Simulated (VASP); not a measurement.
# InSe (R3m) in VASP: notebook

Runs on InSe. Level: LDA. Tasks: relaxation of cell and atoms, single point.

All numbers are computed with VASP 6.6.1; they aren't measurements. Logs are shortened: lines on timing, memory, paths and dates and some standing lists are left out, and cuts for length are marked.

**Measured values to compare with.**

From “The Interaction of Hydrogen with the van der Waals Crystal γ-InSe”, 2020, pmc:7321205, for a bulk crystal of InSe at 300 K: band gap 1.25 eV.

The results are compared with them further down.

**1. The cell of the first run**

It takes space group R3m (No. 160, trigonal). Conventional cell: a = 4.000 Å, b = 4.000 Å, c = 25.320 Å, α = 90.00°, β = 90.00°, γ = 120.00°. Within 3.5 Å of In (site symmetry 3m) lie 3 Se at 2.64 Å and 1 In at 2.82 Å. In (site symmetry 3m) has 3 Se at 2.63 Å and 1 In at 2.82 Å within 3.5 Å. Within 3.5 Å of Se (site symmetry 3m) lie 3 In at 2.64 Å. Within 3.5 Å of Se (site symmetry 3m) lie 3 In at 2.63 Å.

**2. Relaxation of cell and atoms, LDA**

File INCAR:

```
SYSTEM = InSe
  PREC = Accurate
  ENCUT = 600
  EDIFF = 1E-6
  ISMEAR = 0
  SIGMA = 0.01
  LREAL = .FALSE.
  LASPH = .TRUE.
  NELM = 60
  ALGO = Normal
  ISIF = 3
  LWAVE = .FALSE.
  LCHARG = .FALSE.
  IBRION = 2
  NSW = 80
  EDIFFG = -0.05
```

File KPOINTS:

```
regular mesh
0
G
  6 6 6
  0 0 0
```

File POSCAR:

```
InSe
1.0
    8.7502530000      0.0000000000      0.0000000000
    7.8359939123      3.8941144014      0.0000000000
    7.8359939123      1.8397324545      3.4321292905
In Se
2 2
Direct
    0.0000000000      0.0000000000      0.0000000000
    0.1114000000      0.1114000000      0.1114000000
    0.6165000000      0.6165000000      0.6165000000
    0.8281000000      0.8281000000      0.8281000000
```

Potentials or basis: VASP PAW LDA potentials, release 64 (In_d, Se).

Run with:

```bash
cat potpaw_LDA.64/In_d/POTCAR potpaw_LDA.64/Se/POTCAR > POTCAR
mpirun -np 1 vasp_std > vasp.out
```

OUTCAR:

```text
SYSTEM = InSe
   PREC = Accurate
   ENCUT = 600
   EDIFF = 1E-6
   ISMEAR = 0
   LREAL = .FALSE.
   LASPH = .TRUE.
   NELM = 60
   ISIF = 3
   IBRION = 2
   NSW = 80
   EDIFFG = -0.05

 ion  position               nearest neighbor table
   1  0.000  0.000  0.000-   3 2.64   3 2.64   3 2.64   2 2.82
   2  0.111  0.111  0.111-   4 2.63   4 2.63   4 2.63   1 2.82
   3  0.617  0.617  0.617-   1 2.64   1 2.64   1 2.64
   4  0.828  0.828  0.828-   2 2.63   2 2.63   2 2.63

  LATTYP: Found a trigonal (rhomboedric) cell.
 ALAT       =     8.7502530000
 COS(alpha) =     0.8955162682

  Lattice vectors:

 A1 = (   8.7502530000,   0.0000000000,   0.0000000000)
 A2 = (   7.8359939123,   3.8941144014,   0.0000000000)
 A3 = (   7.8359939123,   1.8397324545,   3.4321292905)

Analysis of symmetry for initial positions (statically):
=====================================================================
 Subroutine PRICEL returns:
 Original cell was already a primitive cell.

 Routine SETGRP: Setting up the symmetry group for a
 trigonal (rhombohedral) supercell.

 Subroutine GETGRP returns: Found  6 space group operations
 (whereof  6 operations were pure point group operations)
 out of a pool of 12 trial point group operations.

The static configuration has the point symmetry C_3v.

Analysis of symmetry for dynamics (positions and initial velocities):
=====================================================================
 Subroutine PRICEL returns:
 Original cell was already a primitive cell.

 Routine SETGRP: Setting up the symmetry group for a
 trigonal (rhombohedral) supercell.

 Subroutine GETGRP returns: Found  6 space group operations
 (whereof  6 operations were pure point group operations)
 out of a pool of 12 trial point group operations.

The dynamic configuration has the point symmetry C_3v.

 Subroutine INISYM returns: Found  6 space group operations
 (whereof  6 operations are pure point group operations),
 and found     1 'primitive' translations

----------------------------------------------------------------------------------------

                                     Primitive cell

  volume of cell :     116.9480

  direct lattice vectors                    reciprocal lattice vectors
     8.750253000  0.000000000  0.000000000     0.114282410 -0.229966605 -0.137651936
     7.835993912  3.894114401  0.000000000     0.000000000  0.256797797 -0.137651936
     7.835993912  1.839732455  3.432129290     0.000000000  0.000000000  0.291364315

  length of vectors
     8.750253000  8.750253000  8.750253000     0.291364315  0.291364315  0.291364315

  position of ions in fractional coordinates (direct lattice)
     0.000000000  0.000000000  0.000000000
     0.111400000  0.111400000  0.111400000
     0.616500000  0.616500000  0.616500000
     0.828100000  0.828100000  0.828100000

  ion indices of the primitive-cell ions
   primitive index   ion index
                 1           1
                 2           2
                 3           3
                 4           4

----------------------------------------------------------------------------------------

 KPOINTS: regular mesh

Automatic generation of k-mesh.
 Grid dimensions read from file:
 generate k-points for:    6    6    6

 Generating k-lattice:

  Cartesian coordinates                     Fractional coordinates (reciprocal lattice)
     0.019047068 -0.038327767 -0.022941989     0.166666667  0.000000000  0.000000000
     0.000000000  0.042799633 -0.022941989     0.000000000  0.166666667 -0.000000000
     0.000000000  0.000000000  0.048560719     0.000000000  0.000000000  0.166666667

  Length of vectors
     0.048560719  0.048560719  0.048560719

  Shift w.r.t. Gamma in fractional coordinates (k-lattice)
     0.000000000  0.000000000  0.000000000

 Subroutine IBZKPT returns following result:
 ===========================================

 Found     32 irreducible k-points:

 Following reciprocal coordinates:
            Coordinates               Weight
  0.000000  0.000000  0.000000      1.000000
  0.166667 -0.000000 -0.000000      6.000000
  0.333333 -0.000000 -0.000000      6.000000
  0.500000  0.000000 -0.000000      3.000000
  0.166667  0.166667 -0.000000      6.000000
  0.333333  0.166667 -0.000000     12.000000
[... 16 lines left out ...]
  0.500000  0.500000  0.166667      6.000000
 -0.333333  0.500000  0.166667     12.000000
 [... further k-points ...]
   k-points           NKPTS =     32   k-points in BZ     NKDIM =     32   number of bands    NBANDS=     23
   number of dos      NEDOS =    301   number of ions     NIONS =      4
   total plane-waves  NPLWV = 343000
   dimension x,y,z NGX =    70 NGY =   70 NGZ =   70
   dimension x,y,z NGXF=   140 NGYF=  140 NGZF=  140
   ions per type =               2   2
   NGX,Y,Z   is equivalent  to a cutoff of  13.30, 13.30, 13.30 a.u.
   NGXF,Y,Z  is equivalent  to a cutoff of  26.60, 26.60, 26.60 a.u.
 SYSTEM =  InSe
   PREC   = accura    normal or accurate (medium, high low for compatibility)
   ISTART =      0    job   : 0-new  1-cont  2-samecut
   ICHARG =      2    charge: 1-file 2-atom 10-const
   ISPIN  =      1    spin polarized calculation?
   LNONCOLLINEAR =      F non collinear calculations
   LSORBIT =      F    spin-orbit coupling
   LASPH  =      T    aspherical Exc in radial PAW
   ENCUT  =  600.0 eV  44.10 Ry    6.64 a.u.  17.48 17.48 17.48*2*pi/ulx,y,z
   NELM   =     60;   NELMIN=  2; NELMDL= -5     # of ELM steps
   EDIFF  = 0.1E-05   stopping-criterion for ELM
   LREAL  =      F    real-space projection
   EDIFFG = -.5E-01   stopping-criterion for IOM
   NSW    =     80    number of steps for IOM
   IBRION =      2    ionic relax: 0-MD 1-quasi-New 2-CG
   NFREE  =      1    steps in history (QN), initial steepest desc. (CG)
   ISIF   =      3    stress and relaxation
   ISYM   =      2    0-nonsym 1-usesym 2-fastsym
   POTIM  = 0.5000    time-step for ionic-motion
   TEBEG  =    0.0;   TEEND  =   0.0 temperature during run
   PSTRESS=    0.0 pullay stress
   NELECT =      38.0000    total number of electrons
   NUPDOWN=      -1.0000    fix difference up-down
   EMIN   =  10.00;   EMAX   =-10.00  energy-range for DOS
   EFERMI =   0.00;   METHOD = LEGACY
   ISMEAR =     0;   SIGMA  =   0.01  broadening in eV -4-tet -1-fermi 0-gaus
   EFERMI_NEDOS =   21; number of points for ismear=-14 and -15
   IALGO  =     38    algorithm
   IMIX   =      4    mixing-type and parameters
     AMIX     =   0.40;   BMIX     =  1.00
     AMIX_MAG =   1.60;   BMIX_MAG =  1.00
  volume/ion in A,a.u.               =      29.24       197.30
  Fermi-wavevector in a.u.,A,eV,Ry     =   1.125482  2.126852 17.234618  1.266709
  Thomas-Fermi vector in A             =   2.262159
   LORBIT       =      0    0 simple, 1 ext, 2 COOP (PROOUT), +10 PAW based schemes
   GGA     = CA    functional components
   LHFCALC =     F    Hartree Fock is set to
   AEXX    =    0.0000 exact exchange contribution
   IVDW    =     0    specifies the selected vdW correction
   LEPSILON=     F    determine dielectric tensor
   LRPA    =     F    only Hartree local field effects (RPA)
 conjugate gradient relaxation of ions
 non-spin polarized calculation
 Gauss-broadening in eV      SIGMA  =   0.01
  energy-cutoff  :      600.00
  volume of cell :      116.95
 maximum number of plane-waves:      3926
 NGX is ok and might be reduce to    70
   NGX = 35   NGY = 35   NGZ = 35

--------------------------------------- Ionic step        1  -------------------------------------------

 number of electron      37.9999999 magnetization

 Free energy of the ion-electron system (eV)
  ---------------------------------------------------
  ext. energy  EPLUGINS =         0.00000000
  ---------------------------------------------------
  free energy    TOTEN  =       -16.63644585 eV

  energy without entropy =      -16.63644585  energy(sigma->0) =      -16.63644585

------------------------ aborting loop because EDIFF is reached ----------------------------------------

  FORCE on cell =-STRESS in cart. coord.  units (eV):
  Direction    XX          YY          ZZ          XY          YZ          ZX
  --------------------------------------------------------------------------------------
  -------------------------------------------------------------------------------------
  Total       -1.5049943     -0.7030891     -0.6730693     -0.1992543     -0.0280018     -0.1192683
  in kB      -20.6182819     -9.6322549     -9.2209873     -2.7297651     -0.3836219     -1.6339653
  external PRESSURE =     -13.1571747 kB  Pullay stress =       0.0000000 kB
[... 95 lines left out ...]
  FREE ENERGIE OF THE ION-ELECTRON SYSTEM (eV)
  ---------------------------------------------------
  free  energy   TOTEN  =       -16.6575772165 eV

  energy  without entropy=      -16.6575772165  energy(sigma->0) =      -16.65757722

[... ionic steps 4 to 10 ...]

--------------------------------------- Ionic step       11  -------------------------------------------

 number of electron      38.0000004 magnetization

------------------------ aborting loop because EDIFF is reached ----------------------------------------

  FORCE on cell =-STRESS in cart. coord.  units (eV):
  Direction    XX          YY          ZZ          XY          YZ          ZX
  --------------------------------------------------------------------------------------
  -------------------------------------------------------------------------------------
  Total       -0.0955086      0.2151506      0.2267803     -0.0771914     -0.0108479     -0.0462047
  in kB       -1.3665312      3.0783620      3.2447589     -1.1044497     -0.1552116     -0.6610944
  external PRESSURE =       1.6521966 kB  Pullay stress =       0.0000000 kB
[... 61 lines left out ...]
  energy  without entropy=      -16.6630301101  energy(sigma->0) =      -16.66303011

--------------------------------------- Ionic step       13  -------------------------------------------

 number of electron      38.0000002 magnetization

 Free energy of the ion-electron system (eV)
  ---------------------------------------------------
  ext. energy  EPLUGINS =         0.00000000
  ---------------------------------------------------
  free energy    TOTEN  =       -16.66393784 eV

  energy without entropy =      -16.66393784  energy(sigma->0) =      -16.66393784

 E-fermi :   4.5641     XC(G=0):  -9.4879

 val. band max:        4.4812704125   @ k =   0.5000   0.5000   0.5000
 cond. band min:       4.7530315706   @ k =   0.5000   0.5000   0.5000
 fundamental gap:      0.2717611581
 Fermi energy:         4.5641387777

 k-point     1 :       0.0000    0.0000    0.0000
  band No.  band energies     occupation
      1     -10.4440      2.00000
      2     -10.2222      2.00000
      3     -10.2222      2.00000
      4     -10.1197      2.00000
      5     -10.1197      2.00000
      6     -10.1121      2.00000
[... 613 lines left out ...]
     22       8.1519      0.00000
     23       8.6195      0.00000

 [... further k-points ...]

------------------------ aborting loop because EDIFF is reached ----------------------------------------

  FORCE on cell =-STRESS in cart. coord.  units (eV):
  Direction    XX          YY          ZZ          XY          YZ          ZX
  --------------------------------------------------------------------------------------
  -------------------------------------------------------------------------------------
  Total        0.0135472      0.1528819      0.1580979     -0.0346213     -0.0048654     -0.0207234
  in kB        0.1947932      2.1982726      2.2732739     -0.4978167     -0.0699597     -0.2979800
  external PRESSURE =       1.5554465 kB  Pullay stress =       0.0000000 kB
[... 19 lines left out ...]
  FREE ENERGIE OF THE ION-ELECTRON SYSTEM (eV)
  ---------------------------------------------------
  free  energy   TOTEN  =       -16.6639378355 eV

  energy  without entropy=      -16.6639378355  energy(sigma->0) =      -16.66393784

 reached required accuracy - stopping structural energy minimisation
```

Wall time 45 min (1 thread of Intel Xeon Platinum 8259CL at 2.50GHz (Skylake/Cascade Lake), shared host); peak memory 0.55 GiB.

Results:

```yaml
Free_energy: -16.6639 eV
Relaxed_volume: 27.86 Å³/atom
Relaxed_cell: a = 8.499 Å, b = 8.499 Å, c = 8.499 Å, α = 26.98°, β = 26.98°, γ = 26.98°
Space_group_after_relaxing_to_0.1_Å: R3m (No. 160)
Energy_gained_by_relaxing: 6.9 meV/atom
Ionic_steps: 13
Pressure_after_relaxing: 0.2 GPa
Largest_force_after_relaxing: 0.036 eV/Å
Band_gap_on_the_k_mesh: 0.27 eV
```

Forces on the atoms (eV/Å):
```
In  -0.031 -0.007 -0.004
In   0.035  0.008  0.005
Se  -0.004 -0.001 -0.001
Se   0.001  0.000  0.000
```

The path:
```
step  energy change (eV)  largest force (eV/Å)  pressure (GPa)  volume (Å³)
   1              0.0000                0.2517           -1.32       116.95
   2             -0.0208                0.1760            0.36       112.93
   3             -0.0211                0.1534            0.22       113.33
   4             -0.0230                0.0962           -0.06       113.43
   5             -0.0231                0.0718           -0.01       113.41
   6             -0.0237                0.0535           -0.07       113.39
   7             -0.0246                0.0321           -0.26       113.35
   8             -0.0249                0.0253           -0.21       113.18
   9             -0.0257                0.0219           -0.06       112.67
  10             -0.0260                0.0486            0.25       111.67
  11             -0.0261                0.0405            0.17       111.98
  12             -0.0266                0.0318            0.16       111.84
  13             -0.0275                0.0363            0.16       111.43
```

Final structure:
```
CELL_PARAMETERS angstrom
8.49839 -0.04111 -0.02461
7.59215 3.81884 -0.02461
7.59215 1.78248 3.37741
ATOMIC_POSITIONS crystal
In 0.99989 0.99989 0.99989
In 0.11147 0.11147 0.11147
Se 0.61453 0.61453 0.61453
Se 0.83011 0.83011 0.83011
```

Caveat: spin-orbit coupling is left out, which moves the levels of the heavy elements; the relaxation stopped at a loose force limit of 0.05 eV/Å, so its end isn't a converged minimum. LDA usually gives volumes a few per cent too small.

**3. Single point, LDA**

This run uses another cell than the first one, of 27.80 Å³/atom.

File INCAR:

```
PREC = Accurate
ENCUT = 520
EDIFF = 1E-6
ISMEAR = 0
SIGMA = 0.01
LREAL = F
LASPH = T
NELM = 60
ALGO = Normal
ISIF = 2
LWAVE = F
LCHARG = F
NBANDS = 27
```

File KPOINTS:

```
regular mesh
0
Gamma
  6 6 6
```

File POSCAR:

```
InSe
1.0
    8.4422483049     -0.0598950906     -0.0358516193
    7.5335156581      3.8106804762     -0.0358516193
    7.5335156581      1.7687166948      3.3755314077
In Se
2 2
Direct
   -0.0005725468     -0.0005725468     -0.0005725468
    0.1119385137      0.1119385137      0.1119385137
    0.6141663080      0.6141663080      0.6141663080
    0.8304677250      0.8304677250      0.8304677250
```

Potentials or basis: VASP PAW LDA potentials, release 64 (In_d, Se).

Run with:

```bash
cat potpaw_LDA.64/In_d/POTCAR potpaw_LDA.64/Se/POTCAR > POTCAR
mpirun -np 1 vasp_std > vasp.out
```

It took 9.5 min on 1 thread of Intel Xeon 8259CL, shared host; peak memory 0.44 GiB.

Results (log left out):

```yaml
Free_energy: -16.6644 eV
Pressure: 0.2 GPa
Largest_force: 0.029 eV/Å
Band_gap_on_the_k_mesh: 0.19 eV
```

Forces on the atoms (eV/Å):
```
In   0.014  0.003  0.002
In  -0.014 -0.003 -0.002
Se  -0.028 -0.007 -0.004
Se   0.028  0.007  0.004
```

Levels at points of the mesh, in eV from the valence-band top:
```tsv
k point	band 16	band 17	band 18	band 19	band 20	band 21	band 22	band 23
(0.00, 0.00, 0.00)	-1.49	-1.49	-1.31	-1.31	1.69	1.91	4.16	4.16
(0.50, 0.00, 0.00)	-2.66	-2.58	-2.37	-1.81	0.91	1.89	3.56	3.89
(0.50, 0.50, 0.00)	-2.90	-2.76	-2.15	-1.66	0.91	1.87	3.13	3.34
(0.50, 0.50, 0.50)	-1.56	-1.23	-1.23	0.00	0.19	1.96	4.04	4.04
```

Caveat: spin-orbit coupling is left out, which moves the levels of the heavy elements.

**4. How close it comes**

Step 3. Measured gap of InSe: 1.25 eV (300 K; “The Interaction of Hydrogen with the van der Waals Crystal γ-InSe”, 2020, pmc:7321205). This calculation gives 0.19 eV (-1.06 eV). So large a miss can be the level of theory's own, or it may mean another phase, state or a wrong row. Spin-orbit coupling on In, Se is left out. The value is that of LDA on a finite k mesh, which can miss the band edges, without temperature or zero-point motion. Semilocal functionals fall short of measured gaps as a rule.
